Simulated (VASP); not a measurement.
# AlPt (P2_13) in VASP: single point with PBEsol

Aim: the single point of AlPt with PBEsol.

All numbers are computed with VASP 6.6.1; they aren't measurements. Logs are shortened: lines on timing, memory, paths and dates and some standing lists are left out, and cuts for length are marked.

### Step 1. The cell of the first run

The structure is cubic, space group P2_13 (No. 198). The conventional cell has a = 4.869 Å, b = 4.869 Å, c = 4.869 Å, α = 90.00°, β = 90.00°, γ = 90.00°. Within 3.4 Å of Al (site symmetry 3) lie 7 Pt at 2.60 to 2.61 Å and 6 Al at 3.01 Å. Pt (site symmetry 3) has 7 Al at 2.60 to 2.61 Å and 6 Pt at 3.01 Å within 3.4 Å.

### Step 2. Single point, PBEsol

The input, INCAR:

```
ALGO = Fast
EDIFF = 1E-7
ENCUT = 520
GGA = PS
ISIF = 2
ISMEAR = 0
LASPH = T
LCHARG = F
LREAL = F
LWAVE = F
NBANDS = 36
NELM = 80
PREC = Accurate
SIGMA = 0.1
```

The input, KPOINTS:

```
k-points
0
Gamma
  8 8 8
```

The input, POSCAR:

```
AlPt
1.0
    4.8685042652      0.0000000000      0.0000000000
    0.0000000000      4.8685042652      0.0000000000
    0.0000000000      0.0000000000      4.8685042652
Al Pt
4 4
Direct
    0.8441717566      0.8441717566      0.8441717566
    0.6558282434      0.1558282434      0.3441717566
    0.3441717566      0.6558282434      0.1558282434
    0.1558282434      0.3441717566      0.6558282434
    0.1539829244      0.1539829244      0.1539829244
    0.3460170756      0.8460170756      0.6539829244
    0.6539829244      0.3460170756      0.8460170756
    0.8460170756      0.6539829244      0.3460170756
```

Potentials or basis: VASP PAW PBE potentials, release 64 (Al, Pt).

On the command line:

```
> cat potpaw_PBE.64/Al/POTCAR potpaw_PBE.64/Pt/POTCAR > POTCAR
> mpirun -np 1 vasp_std > vasp.out
```

OUTCAR:

```text
EDIFF = 1E-7
   ENCUT = 520
   GGA = PS
   ISIF = 2
   ISMEAR = 0
   LASPH = T
   LREAL = F
   NELM = 80
   PREC = Accurate

 ion  position               nearest neighbor table
   1  0.844  0.844  0.844-   6 2.60   7 2.60   8 2.60   5 2.61   7 2.61   8 2.61   6 2.61   3 3.01
                             4 3.01   2 3.01   2 3.01   4 3.01   3 3.01
   2  0.656  0.156  0.344-   5 2.60   7 2.60   8 2.60   6 2.61   7 2.61   8 2.61   5 2.61   1 3.01
                             1 3.01   3 3.01   3 3.01   4 3.01   4 3.01
   3  0.344  0.656  0.156-   5 2.60   6 2.60   8 2.60   7 2.61   8 2.61   6 2.61   5 2.61   1 3.01
                             4 3.01   2 3.01   2 3.01   4 3.01   1 3.01
   4  0.156  0.344  0.656-   5 2.60   6 2.60   7 2.60   8 2.61   6 2.61   5 2.61   7 2.61   1 3.01
                             3 3.01   2 3.01   1 3.01   2 3.01   3 3.01
   5  0.154  0.154  0.154-   2 2.60   3 2.60   4 2.60   1 2.61   3 2.61   4 2.61   2 2.61   6 3.01
                             7 3.01   8 3.01   6 3.01   8 3.01   7 3.01
   6  0.346  0.846  0.654-   1 2.60   3 2.60   4 2.60   2 2.61   3 2.61   4 2.61   1 2.61   8 3.01
                             5 3.01   5 3.01   7 3.01   7 3.01   8 3.01
   7  0.654  0.346  0.846-   1 2.60   2 2.60   4 2.60   3 2.61   4 2.61   2 2.61   1 2.61   8 3.01
                             5 3.01   8 3.01   6 3.01   6 3.01   5 3.01
   8  0.846  0.654  0.346-   1 2.60   2 2.60   3 2.60   4 2.61   2 2.61   1 2.61   3 2.61   7 3.01
                             5 3.01   7 3.01   5 3.01   6 3.01   6 3.01

  LATTYP: Found a simple cubic cell.
 ALAT       =     4.8685042652

  Lattice vectors:

 A1 = (   4.8685042652,   0.0000000000,   0.0000000000)
 A2 = (   0.0000000000,   4.8685042652,   0.0000000000)
 A3 = (   0.0000000000,   0.0000000000,   4.8685042652)

Analysis of symmetry for initial positions (statically):
=====================================================================
 Subroutine PRICEL returns:
 Original cell was already a primitive cell.

 Routine SETGRP: Setting up the symmetry group for a
 simple cubic supercell.

 Subroutine GETGRP returns: Found 12 space group operations
 (whereof  3 operations were pure point group operations)
 out of a pool of 48 trial point group operations.

The static configuration has the point symmetry C_3 .
 The point group associated with its full space group is T   .

Analysis of symmetry for dynamics (positions and initial velocities):
=====================================================================
 Subroutine PRICEL returns:
 Original cell was already a primitive cell.

 Routine SETGRP: Setting up the symmetry group for a
 simple cubic supercell.

 Subroutine GETGRP returns: Found 12 space group operations
 (whereof  3 operations were pure point group operations)
 out of a pool of 48 trial point group operations.

The dynamic configuration has the point symmetry C_3 .
 The point group associated with its full space group is T   .

 Subroutine INISYM returns: Found 12 space group operations
 (whereof  3 operations are pure point group operations),
 and found     1 'primitive' translations

----------------------------------------------------------------------------------------

                                     Primitive cell

  volume of cell :     115.3949

  direct lattice vectors                    reciprocal lattice vectors
     4.868504265  0.000000000  0.000000000     0.205401895  0.000000000  0.000000000
     0.000000000  4.868504265  0.000000000     0.000000000  0.205401895  0.000000000
     0.000000000  0.000000000  4.868504265     0.000000000  0.000000000  0.205401895

  length of vectors
     4.868504265  4.868504265  4.868504265     0.205401895  0.205401895  0.205401895

  position of ions in fractional coordinates (direct lattice)
     0.844171757  0.844171757  0.844171757
     0.655828243  0.155828243  0.344171757
     0.344171757  0.655828243  0.155828243
     0.155828243  0.344171757  0.655828243
     0.153982924  0.153982924  0.153982924
     0.346017076  0.846017076  0.653982924
     0.653982924  0.346017076  0.846017076
     0.846017076  0.653982924  0.346017076

  ion indices of the primitive-cell ions
   primitive index   ion index
                 1           1
                 2           2
                 3           3
                 4           4
                 5           5
                 6           6
                 7           7
                 8           8

----------------------------------------------------------------------------------------

 KPOINTS: k-points

Automatic generation of k-mesh.
 Grid dimensions read from file:
 generate k-points for:    8    8    8

 Generating k-lattice:

  Cartesian coordinates                     Fractional coordinates (reciprocal lattice)
     0.025675237  0.000000000  0.000000000     0.125000000  0.000000000  0.000000000
     0.000000000  0.025675237  0.000000000     0.000000000  0.125000000  0.000000000
     0.000000000  0.000000000  0.025675237     0.000000000  0.000000000  0.125000000

  Length of vectors
     0.025675237  0.025675237  0.025675237

  Shift w.r.t. Gamma in fractional coordinates (k-lattice)
     0.000000000  0.000000000  0.000000000

 Subroutine IBZKPT returns following result:
 ===========================================

 Found     45 irreducible k-points:

 Following reciprocal coordinates:
            Coordinates               Weight
  0.000000  0.000000  0.000000      1.000000
  0.125000  0.000000  0.000000      6.000000
  0.250000  0.000000  0.000000      6.000000
  0.375000  0.000000  0.000000      6.000000
  0.500000  0.000000  0.000000      3.000000
  0.125000  0.125000  0.000000     12.000000
[... 16 lines left out ...]
  0.250000  0.125000  0.125000     24.000000
  0.375000  0.125000  0.125000     24.000000
 [... further k-points ...]
   k-points           NKPTS =     45   k-points in BZ     NKDIM =     45   number of bands    NBANDS=     36
   number of dos      NEDOS =    301   number of ions     NIONS =      8
   total plane-waves  NPLWV =  46656
   dimension x,y,z NGX =    36 NGY =   36 NGZ =   36
   dimension x,y,z NGXF=    72 NGYF=   72 NGZF=   72
   ions per type =               4   4
   NGX,Y,Z   is equivalent  to a cutoff of  12.29, 12.29, 12.29 a.u.
   NGXF,Y,Z  is equivalent  to a cutoff of  24.59, 24.59, 24.59 a.u.
 SYSTEM =  unknown system
   PREC   = accura    normal or accurate (medium, high low for compatibility)
   ISTART =      0    job   : 0-new  1-cont  2-samecut
   ICHARG =      2    charge: 1-file 2-atom 10-const
   ISPIN  =      1    spin polarized calculation?
   LNONCOLLINEAR =      F non collinear calculations
   LSORBIT =      F    spin-orbit coupling
   LASPH  =      T    aspherical Exc in radial PAW
   ENCUT  =  520.0 eV  38.22 Ry    6.18 a.u.   9.05  9.05  9.05*2*pi/ulx,y,z
   NELM   =     80;   NELMIN=  2; NELMDL= -5     # of ELM steps
   EDIFF  = 0.1E-06   stopping-criterion for ELM
   LREAL  =      F    real-space projection
   EDIFFG = 0.1E-05   stopping-criterion for IOM
   NSW    =      0    number of steps for IOM
   IBRION =     -1    ionic relax: 0-MD 1-quasi-New 2-CG
   NFREE  =      0    steps in history (QN), initial steepest desc. (CG)
   ISIF   =      2    stress and relaxation
   ISYM   =      2    0-nonsym 1-usesym 2-fastsym
   POTIM  = 0.5000    time-step for ionic-motion
   TEBEG  =    0.0;   TEEND  =   0.0 temperature during run
   PSTRESS=    0.0 pullay stress
   NELECT =      52.0000    total number of electrons
   NUPDOWN=      -1.0000    fix difference up-down
   EMIN   =  10.00;   EMAX   =-10.00  energy-range for DOS
   EFERMI =   0.00;   METHOD = LEGACY
   ISMEAR =     0;   SIGMA  =   0.10  broadening in eV -4-tet -1-fermi 0-gaus
   EFERMI_NEDOS =   21; number of points for ismear=-14 and -15
   IALGO  =     68    algorithm
   IMIX   =      4    mixing-type and parameters
     AMIX     =   0.40;   BMIX     =  1.00
     AMIX_MAG =   1.60;   BMIX_MAG =  1.00
  volume/ion in A,a.u.               =      14.42        97.34
  Fermi-wavevector in a.u.,A,eV,Ry     =   1.255106  2.371806 21.433135  1.575291
  Thomas-Fermi vector in A             =   2.388879
   LORBIT       =      0    0 simple, 1 ext, 2 COOP (PROOUT), +10 PAW based schemes
   GGA     = PS    functional components
   LHFCALC =     F    Hartree Fock is set to
   AEXX    =    0.0000 exact exchange contribution
   IVDW    =     0    specifies the selected vdW correction
   LEPSILON=     F    determine dielectric tensor
   LRPA    =     F    only Hartree local field effects (RPA)
 non-spin polarized calculation
 RMM-DIIS sequential band-by-band and
 Gauss-broadening in eV      SIGMA  =   0.10
  energy-cutoff  :      520.00
  volume of cell :      115.39
 maximum number of plane-waves:      3136
   NGX = 19   NGY = 19   NGZ = 19

 number of electron      51.9999991 magnetization

 Free energy of the ion-electron system (eV)
  ---------------------------------------------------
  ext. energy  EPLUGINS =         0.00000000
  ---------------------------------------------------
  free energy    TOTEN  =       -52.65168473 eV

  energy without entropy =      -52.64324106  energy(sigma->0) =      -52.64746290

 E-fermi :  10.4712     XC(G=0): -12.3023

 val. band max:       10.4530915782   @ k =   0.3750   0.3750   0.0000
 cond. band min:      10.4855603793   @ k =   0.5000   0.3750   0.3750
 fundamental gap:      0.0324688011
 Fermi energy:        10.4711525431

 k-point     1 :       0.0000    0.0000    0.0000
  band No.  band energies     occupation
      1      -0.7942      2.00000
      2       3.5420      2.00000
      3       3.5420      2.00000
      4       3.5420      2.00000
      5       4.9886      2.00000
      6       4.9886      2.00000
[... 28 lines left out ...]
     35      15.6435      0.00000
     36      15.6456      0.00000

 k-point     2 :       0.1250    0.0000    0.0000
  band No.  band energies     occupation
      1      -0.6787      2.00000
      2       3.2352      2.00000
      3       3.5681      2.00000
      4       3.6648      2.00000
      5       4.8413      2.00000
      6       4.9326      2.00000
[... 28 lines left out ...]
     35      15.8336      0.00000
     36      16.3159      0.00000

 k-point     3 :       0.2500    0.0000    0.0000
  band No.  band energies     occupation
      1      -0.3371      2.00000
      2       2.6186      2.00000
      3       3.6247      2.00000
      4       3.7305      2.00000
      5       4.6088      2.00000
      6       4.8385      2.00000
[... 28 lines left out ...]
     35      15.9777      0.00000
     36      17.2330      0.00000

 k-point     4 :       0.3750    0.0000    0.0000
  band No.  band energies     occupation
      1       0.2149      2.00000
      2       1.7886      2.00000
      3       3.6791      2.00000
      4       3.7532      2.00000
      5       4.5082      2.00000
      6       4.7140      2.00000
[... 28 lines left out ...]
     35      16.1990      0.00000
     36      17.0148      0.00000

 k-point     5 :       0.5000    0.0000    0.0000
  band No.  band energies     occupation
      1       0.9448      2.00000
      2       0.9448      2.00000
      3       3.7259      2.00000
      4       3.7259      2.00000
      5       4.5700      2.00000
      6       4.5700      2.00000
[... 655 lines left out ...]
 k-point    22 :       0.1250    0.1250    0.1250
  band No.  band energies     occupation
      1      -0.4505      2.00000
      2       3.2154      2.00000
      3       3.3307      2.00000
      4       3.6678      2.00000
      5       4.7185      2.00000
      6       4.8910      2.00000
[... 28 lines left out ...]
     35      15.8742      0.00000
     36      15.9268      0.00000

 k-point    23 :       0.2500    0.1250    0.1250
  band No.  band energies     occupation
      1      -0.1145      2.00000
      2       2.7531      2.00000
      3       3.3767      2.00000
      4       3.7319      2.00000
      5       4.4665      2.00000
      6       4.8371      2.00000
[... 28 lines left out ...]
     35      16.0732      0.00000
     36      16.6119      0.00000

 k-point    24 :       0.3750    0.1250    0.1250
  band No.  band energies     occupation
      1       0.4273      2.00000
      2       1.9612      2.00000
      3       3.5243      2.00000
      4       3.8149      2.00000
      5       4.3074      2.00000
      6       4.6226      2.00000
[... 28 lines left out ...]
     35      16.1557      0.00000
     36      17.2920      0.00000

 [... further k-points ...]

------------------------ aborting loop because EDIFF is reached ----------------------------------------

  FORCE on cell =-STRESS in cart. coord.  units (eV):
  Direction    XX          YY          ZZ          XY          YZ          ZX
  --------------------------------------------------------------------------------------
  -------------------------------------------------------------------------------------
  Total       -0.0660691     -0.0660691     -0.0660691      0.0000000      0.0000000      0.0000000
  in kB       -0.9173229     -0.9173229     -0.9173229      0.0000000      0.0000000      0.0000000
  external PRESSURE =      -0.9173229 kB  Pullay stress =       0.0000000 kB

 VOLUME and BASIS-vectors are now :
 -----------------------------------------------------------------------------
  energy-cutoff  :      520.00
  volume of cell :      115.39
      direct lattice vectors                 reciprocal lattice vectors
     4.868504265  0.000000000  0.000000000     0.205401895  0.000000000  0.000000000
     0.000000000  4.868504265  0.000000000     0.000000000  0.205401895  0.000000000
     0.000000000  0.000000000  4.868504265     0.000000000  0.000000000  0.205401895

 POSITION                                       TOTAL-FORCE (eV/Angst)
 -----------------------------------------------------------------------------------
      4.10985      4.10985      4.10985         0.000193      0.000193      0.000193
      3.19290      0.75865      1.67560        -0.000193     -0.000193      0.000193
      1.67560      3.19290      0.75865         0.000193     -0.000193     -0.000193
      0.75865      1.67560      3.19290        -0.000193      0.000193     -0.000193
      0.74967      0.74967      0.74967         0.004162      0.004162      0.004162
      1.68459      4.11884      3.18392        -0.004162     -0.004162      0.004162
      3.18392      1.68459      4.11884         0.004162     -0.004162     -0.004162
      4.11884      3.18392      1.68459        -0.004162      0.004162     -0.004162
 -----------------------------------------------------------------------------------
    total drift:                                0.000000      0.000000      0.000000

  FREE ENERGIE OF THE ION-ELECTRON SYSTEM (eV)
  ---------------------------------------------------
  free  energy   TOTEN  =       -52.6516847315 eV

  energy  without entropy=      -52.6432410626  energy(sigma->0) =      -52.64746290
```

Wall time 6.7 min (1 thread of AMD EPYC 7R43 (Zen 3), shared host); peak memory 0.26 GiB.

What came out:

| Property | Result |
| --- | --- |
| Free energy | -52.6517 eV |
| Pressure | -0.1 GPa |
| Largest force | 0.007 eV/Å |
| Band gap on the k mesh | zero (bands 26 and 27 overlap by 1.15 eV) |

Forces on the atoms (eV/Å):
```
Al   0.000  0.000  0.000
Al   0.000  0.000  0.000
Al   0.000  0.000  0.000
Al   0.000  0.000  0.000
Pt   0.004  0.004  0.004
Pt  -0.004 -0.004  0.004
Pt   0.004 -0.004 -0.004
Pt  -0.004  0.004 -0.004
```

Caveat: the PAW data sets were made with another functional, which shifts forces and pressure a little; spin-orbit coupling is left out, which moves the levels of the heavy elements.
